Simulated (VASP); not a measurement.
# HW8C8O in VASP: single point with PBE

Aim: the single point of HW8C8O with PBE.

Everything below comes from runs of VASP 6.6.1. Logs are shortened: lines on timing, memory, paths and dates and some standing lists are left out, and cuts for length are marked.

## (1) The cell of the first run

The cell holds a slab with vacuum, 18 atoms: a = 5.801 Å, b = 5.669 Å, c = 16.187 Å, α = 90.00°, β = 90.00°, γ = 90.00°.

## (2) Single point, PBE

Contents of INCAR:

```
SYSTEM = HW8C8O
PREC     = Accurate       ! precision mode
ENCUT    = 520            ! plane-wave cutoff, eV
EDIFF    = 1E-6           ! SCF threshold, eV
ISMEAR   = -1             ! smearing method
SIGMA    = 0.15           ! smearing width, eV
LREAL    = Auto         
LASPH    = .TRUE.         ! aspherical terms in the spheres
NELM     = 60             ! most SCF steps
ALGO     = Normal         ! electronic algorithm
ISIF     = 2              ! what is computed and relaxed
LWAVE    = .FALSE.        ! write WAVECAR
LCHARG   = .FALSE.        ! write CHGCAR
GGA      = PE             ! functional
NBANDS   = 90             ! bands
```

Contents of KPOINTS:

```
regular mesh
0
G
  4 4 1
  0 0 0
```

Contents of POSCAR:

```
HW8C8O
1.0
    5.8014000000      0.0000000000      0.0000000000
    0.0000000000      5.6691800000      0.0000000000
    0.0000000000      0.0000000000     16.1868000000
W C O H
8 8 1 1
Direct
    0.0000000000      0.0000000000      0.0617787300
    0.2576515461      0.0052449511      0.2140443167
    0.0000000000      0.5000000000      0.0617787300
    0.2489352886      0.4958147670      0.2078853169
    0.5000000000      0.0000000000      0.0617787300
    0.7516062986     -0.0034256405      0.2123439207
    0.5000000000      0.5000000000      0.0617787300
    0.7378889214      0.5020368042      0.2212216508
    0.5069622110      0.2538221653      0.1544493606
    0.4712009905      0.1135527070      0.3023018949
    0.4973536292      0.7505420418      0.1604613864
    0.0116474830      0.7473452370      0.2561695695
    1.0035095494      0.2445921779      0.1612791687
    0.6854788072      0.2128938417      0.3188705793
    0.9929494842      0.7435976964      0.1570662890
    0.5819359226      0.5893462988      0.3300310048
    0.5173639780      0.6389444288      0.3959285294
    0.7777640639      1.2061969349      0.3776051613
```

Potentials or basis: VASP PAW PBE potentials, release 64 (W_sv, C, O, H).

On the command line:

```sh
cat potpaw_PBE.64/W_sv/POTCAR potpaw_PBE.64/C/POTCAR potpaw_PBE.64/O/POTCAR potpaw_PBE.64/H/POTCAR > POTCAR
mpirun -np 1 vasp_std > vasp.out
```

OUTCAR:

```text
SYSTEM = HW8C8O
   PREC = Accurate
   ENCUT = 520
   EDIFF = 1E-6
   ISMEAR = -1
   LREAL = Auto
   LASPH = .TRUE.
   NELM = 60
   ISIF = 2
   GGA = PE

 ion  position               nearest neighbor table
   1  0.000  0.000  0.062-  15 2.12  13 2.13   6 2.83   3 2.83   3 2.83   2 2.88   5 2.90   5 2.90

   2  0.258  0.005  0.214-  10 1.99  12 2.15  13 2.18  11 2.18   9 2.24  15 2.33   4 2.78   5 2.84
                             6 2.87   1 2.88   4 2.89   6 2.94
   3  0.000  0.500  0.062-  15 2.07  13 2.17   4 2.77   1 2.83   1 2.83   7 2.90   7 2.90   8 3.00

   4  0.249  0.496  0.208-  12 2.13  13 2.15  11 2.18  15 2.20   9 2.21   3 2.77   7 2.78   2 2.78
                             8 2.85   2 2.89   8 2.97
   5  0.500  0.000  0.062-   9 2.08  11 2.13   7 2.83   7 2.83   2 2.84   6 2.84   1 2.90   1 2.90

   6  0.752  0.997  0.212-  14 2.15  12 2.19  13 2.19  15 2.19  11 2.20   9 2.24  10 2.28   8 2.81
                             1 2.83   5 2.84   2 2.87   8 2.87   2 2.94
   7  0.500  0.500  0.062-   9 2.05  11 2.14   4 2.78   5 2.83   5 2.83   3 2.90   3 2.90   8 2.93

   8  0.738  0.502  0.221-  16 2.04  12 2.19  11 2.21   9 2.22  15 2.27  14 2.30  13 2.33   6 2.81
                             4 2.85   6 2.87   7 2.93   4 2.97   3 3.00
   9  0.507  0.254  0.154-   7 2.05   5 2.08   4 2.21   8 2.22   2 2.24   6 2.24
  10  0.471  0.114  0.302-  14 1.39   2 1.99   6 2.28
  11  0.497  0.751  0.160-   5 2.13   7 2.14   4 2.18   2 2.18   6 2.20   8 2.21
  12  0.012  0.747  0.256-  15 1.61   4 2.13   2 2.15   6 2.19   8 2.19
  13  0.004  0.245  0.161-   1 2.13   4 2.15   3 2.17   2 2.18   6 2.19   8 2.33
  14  0.685  0.213  0.319-  18 1.09  10 1.39   6 2.15   8 2.30
  15  0.993  0.744  0.157-  12 1.61   3 2.07   1 2.12   6 2.19   4 2.20   8 2.27   2 2.33
  16  0.582  0.589  0.330-  17 1.16   8 2.04
  17  0.517  0.639  0.396-  16 1.16
  18  0.778  0.206  0.378-  14 1.09

  LATTYP: Found a simple orthorhombic cell.
 ALAT       =     5.6691800000
 B/A-ratio  =     1.0233225969
 C/A-ratio  =     2.8552277402

  Lattice vectors:

 A1 = (   0.0000000000,  -5.6691800000,   0.0000000000)
 A2 = (   5.8014000000,   0.0000000000,   0.0000000000)
 A3 = (   0.0000000000,   0.0000000000,  16.1868000000)

Analysis of symmetry for initial positions (statically):
=====================================================================
 Subroutine PRICEL returns:
 Original cell was already a primitive cell.

 Routine SETGRP: Setting up the symmetry group for a
 simple orthorhombic supercell.

 Subroutine GETGRP returns: Found  1 space group operations
 (whereof  1 operations were pure point group operations)
 out of a pool of  8 trial point group operations.

The static configuration has the point symmetry C_1 .

Analysis of symmetry for dynamics (positions and initial velocities):
=====================================================================
 Subroutine PRICEL returns:
 Original cell was already a primitive cell.

 Routine SETGRP: Setting up the symmetry group for a
 simple orthorhombic supercell.

 Subroutine GETGRP returns: Found  1 space group operations
 (whereof  1 operations were pure point group operations)
 out of a pool of  8 trial point group operations.

The dynamic configuration has the point symmetry C_1 .

 Subroutine INISYM returns: Found  1 space group operations
 (whereof  1 operations are pure point group operations),
 and found     1 'primitive' translations

----------------------------------------------------------------------------------------

                                     Primitive cell

  volume of cell :     532.3706

  direct lattice vectors                    reciprocal lattice vectors
     5.801400000  0.000000000  0.000000000     0.172372186  0.000000000  0.000000000
     0.000000000  5.669180000  0.000000000     0.000000000  0.176392353  0.000000000
     0.000000000  0.000000000 16.186800000     0.000000000  0.000000000  0.061778733

  length of vectors
     5.801400000  5.669180000 16.186800000     0.172372186  0.176392353  0.061778733

  position of ions in fractional coordinates (direct lattice)
     0.000000000  0.000000000  0.061778730
     0.257651546  0.005244951  0.214044317
     0.000000000  0.500000000  0.061778730
     0.248935289  0.495814767  0.207885317
     0.500000000  0.000000000  0.061778730
     0.751606299  0.996574360  0.212343921
[... 10 lines left out ...]
     0.517363978  0.638944429  0.395928529
     0.777764064  0.206196935  0.377605161

  ion indices of the primitive-cell ions
   primitive index   ion index
                 1           1
                 2           2
                 3           3
                 4           4
                 5           5
                 6           6
[... 10 lines left out ...]
                17          17
                18          18

----------------------------------------------------------------------------------------

 KPOINTS: regular mesh

Automatic generation of k-mesh.
 Grid dimensions read from file:
 generate k-points for:    4    4    1

 Generating k-lattice:

  Cartesian coordinates                     Fractional coordinates (reciprocal lattice)
     0.043093047  0.000000000  0.000000000     0.250000000  0.000000000  0.000000000
     0.000000000  0.044098088  0.000000000     0.000000000  0.250000000  0.000000000
     0.000000000  0.000000000  0.061778733     0.000000000  0.000000000  1.000000000

  Length of vectors
     0.043093047  0.044098088  0.061778733

  Shift w.r.t. Gamma in fractional coordinates (k-lattice)
     0.000000000  0.000000000  0.000000000

 Subroutine IBZKPT returns following result:
 ===========================================

 Found     10 irreducible k-points:

 Following reciprocal coordinates:
            Coordinates               Weight
  0.000000  0.000000  0.000000      1.000000
  0.250000  0.000000  0.000000      2.000000
  0.500000  0.000000  0.000000      1.000000
  0.000000  0.250000  0.000000      2.000000
  0.250000  0.250000  0.000000      2.000000
 -0.250000  0.250000  0.000000      2.000000
  0.500000  0.250000  0.000000      2.000000
  0.000000  0.500000  0.000000      1.000000
  0.250000  0.500000  0.000000      2.000000
  0.500000  0.500000  0.000000      1.000000
   k-points           NKPTS =     10   k-points in BZ     NKDIM =     10   number of bands    NBANDS=     90
   number of dos      NEDOS =    301   number of ions     NIONS =     18
   total plane-waves  NPLWV = 241920
   dimension x,y,z NGX =    48 NGY =   42 NGZ =  120
   dimension x,y,z NGXF=    96 NGYF=   84 NGZF=  240
   ions per type =               8   8   1   1
   NGX,Y,Z   is equivalent  to a cutoff of  13.75, 12.32, 12.32 a.u.
   NGXF,Y,Z  is equivalent  to a cutoff of  27.51, 24.63, 24.65 a.u.
 SYSTEM =  HW8C8O
   PREC   = accura    normal or accurate (medium, high low for compatibility)
   ISTART =      0    job   : 0-new  1-cont  2-samecut
   ICHARG =      2    charge: 1-file 2-atom 10-const
   ISPIN  =      1    spin polarized calculation?
   LNONCOLLINEAR =      F non collinear calculations
   LSORBIT =      F    spin-orbit coupling
   LASPH  =      T    aspherical Exc in radial PAW
   ENCUT  =  520.0 eV  38.22 Ry    6.18 a.u.  10.79 10.54 30.10*2*pi/ulx,y,z
   NELM   =     60;   NELMIN=  2; NELMDL= -5     # of ELM steps
   EDIFF  = 0.1E-05   stopping-criterion for ELM
   LREAL  =      T    real-space projection
   EDIFFG = 0.1E-04   stopping-criterion for IOM
   NSW    =      0    number of steps for IOM
[... 5 lines left out ...]
   TEBEG  =    0.0;   TEEND  =   0.0 temperature during run
   PSTRESS=    0.0 pullay stress
   NELECT =     151.0000    total number of electrons
   NUPDOWN=      -1.0000    fix difference up-down
   EMIN   =  10.00;   EMAX   =-10.00  energy-range for DOS
   EFERMI =   0.00;   METHOD = LEGACY
   ISMEAR =    -1;   SIGMA  =   0.15  broadening in eV -4-tet -1-fermi 0-gaus
   EFERMI_NEDOS =   21; number of points for ismear=-14 and -15
   IALGO  =     38    algorithm
   IMIX   =      4    mixing-type and parameters
     AMIX     =   0.40;   BMIX     =  1.00
     AMIX_MAG =   1.60;   BMIX_MAG =  1.00
  volume/ion in A,a.u.               =      29.58       199.59
  Fermi-wavevector in a.u.,A,eV,Ry     =   1.075629  2.032644 15.741635  1.156978
  Thomas-Fermi vector in A             =   2.211491
   LORBIT       =      0    0 simple, 1 ext, 2 COOP (PROOUT), +10 PAW based schemes
   GGA     = PE    functional components
   LHFCALC =     F    Hartree Fock is set to
   AEXX    =    0.0000 exact exchange contribution
   IVDW    =     0    specifies the selected vdW correction
   LEPSILON=     F    determine dielectric tensor
   LRPA    =     F    only Hartree local field effects (RPA)
 non-spin polarized calculation
  energy-cutoff  :      520.00
  volume of cell :      532.37
 maximum number of plane-waves:     14370
 NGX is ok and might be reduce to    48
   NGX = 21   NGY = 21   NGZ = 61

 number of electron     150.9999995 magnetization

 Free energy of the ion-electron system (eV)
  ---------------------------------------------------
  ext. energy  EPLUGINS =         0.00000000
  ---------------------------------------------------
  free energy    TOTEN  =      -172.10012867 eV

  energy without entropy =     -171.41143355  energy(sigma->0) =     -171.75578111

 E-fermi :   0.6338     XC(G=0):  -5.9252

 val. band max:        0.6231518060   @ k =   0.2500   0.5000   0.0000
 cond. band min:       0.6369158069   @ k =   0.0000   0.0000   0.0000
 fundamental gap:      0.0137640009
 Fermi energy:         0.6338265922

 k-point     1 :       0.0000    0.0000    0.0000
  band No.  band energies     occupation
      1     -74.0131      2.00000
      2     -73.9187      2.00000
      3     -73.8544      2.00000
      4     -73.8127      2.00000
      5     -73.6911      2.00000
      6     -73.6722      2.00000
[... 79 lines left out ...]
     86       2.9836      0.00000
     87       3.0555      0.00000

 k-point     2 :       0.2500    0.0000    0.0000
  band No.  band energies     occupation
      1     -74.0124      2.00000
      2     -73.9173      2.00000
      3     -73.8554      2.00000
      4     -73.8138      2.00000
      5     -73.6879      2.00000
      6     -73.6741      2.00000
[... 709 lines left out ...]
     86       2.3399      0.00002
     87       2.5404      0.00001

 k-point    10 :       0.5000    0.5000    0.0000
  band No.  band energies     occupation
      1     -74.0074      2.00000
      2     -73.9201      2.00000
      3     -73.8417      2.00000
      4     -73.8297      2.00000
      5     -73.6740      2.00000
      6     -73.6677      2.00000
[... 79 lines left out ...]
     86       2.2287      0.00005
     87       2.6656      0.00000
 [bands above 87 left out]

------------------------ aborting loop because EDIFF is reached ----------------------------------------

  FORCE on cell =-STRESS in cart. coord.  units (eV):
  Direction    XX          YY          ZZ          XY          YZ          ZX
  --------------------------------------------------------------------------------------
  -------------------------------------------------------------------------------------
  Total       -8.8710889      0.6663731      1.2832880      1.2754744      0.2167776     -0.2244091
  in kB      -26.6976757      2.0054600      3.8620746      3.8385596      0.6523956     -0.6753625
  external PRESSURE =      -6.9433804 kB  Pullay stress =       0.0000000 kB

 VOLUME and BASIS-vectors are now :
 -----------------------------------------------------------------------------
  energy-cutoff  :      520.00
  volume of cell :      532.37
      direct lattice vectors                 reciprocal lattice vectors
     5.801400000  0.000000000  0.000000000     0.172372186  0.000000000  0.000000000
     0.000000000  5.669180000  0.000000000     0.000000000  0.176392353  0.000000000
     0.000000000  0.000000000 16.186800000     0.000000000  0.000000000  0.061778733

 POSITION                                       TOTAL-FORCE (eV/Angst)
 -----------------------------------------------------------------------------------
      0.00000      0.00000      1.00000        -0.143461      0.046833     -0.201224
      1.49474      0.02973      3.46469        -0.007324      0.007079      0.010700
      0.00000      2.83459      1.00000         0.075921     -0.495715     -0.012674
      1.44417      2.81086      3.36500         0.016915     -0.018170      0.041172
      2.90070      0.00000      1.00000        -0.045422      0.086321      0.083290
      4.36037      5.64976      3.43717         0.011558     -0.000803      0.002717
[... 10 lines left out ...]
      3.00144      3.62229      6.40882        -0.245170      0.183141      0.696691
      4.51212      1.16897      6.11222         0.020905      0.007769      0.003419
 -----------------------------------------------------------------------------------
    total drift:                                0.000565      0.002840     -0.006337

  FREE ENERGIE OF THE ION-ELECTRON SYSTEM (eV)
  ---------------------------------------------------
  free  energy   TOTEN  =      -172.1001286728 eV

  energy  without entropy=     -171.4114335535  energy(sigma->0) =     -171.75578111
```

It took 15 min on 1 thread of AMD EPYC 9R45 (Zen 5), shared host; peak memory 0.68 GiB.

What came out:

```
Free energy   : -172.1001 eV
Largest force : 0.762 eV/Å
```

Forces on the atoms (eV/Å):
```
W   -0.143  0.047 -0.201
W   -0.007  0.007  0.011
W    0.076 -0.496 -0.013
W    0.017 -0.018  0.041
W   -0.045  0.086  0.083
W    0.012 -0.001  0.003
W    0.112  0.364 -0.069
W   -0.015  0.001  0.029
C    0.014 -0.016  0.008
C   -0.039 -0.004  0.019
C    0.002 -0.006 -0.008
C    0.001  0.004  0.061
C   -0.015  0.009  0.000
C    0.017 -0.003  0.078
C   -0.004  0.009 -0.042
C    0.244 -0.174 -0.700
O   -0.245  0.183  0.697
H    0.021  0.008  0.003
```

Caveat: spin-orbit coupling is left out, which moves the levels of the heavy elements; an odd number of electrons without spin polarisation forces a metal; a magnetic or distorted state may lie lower.
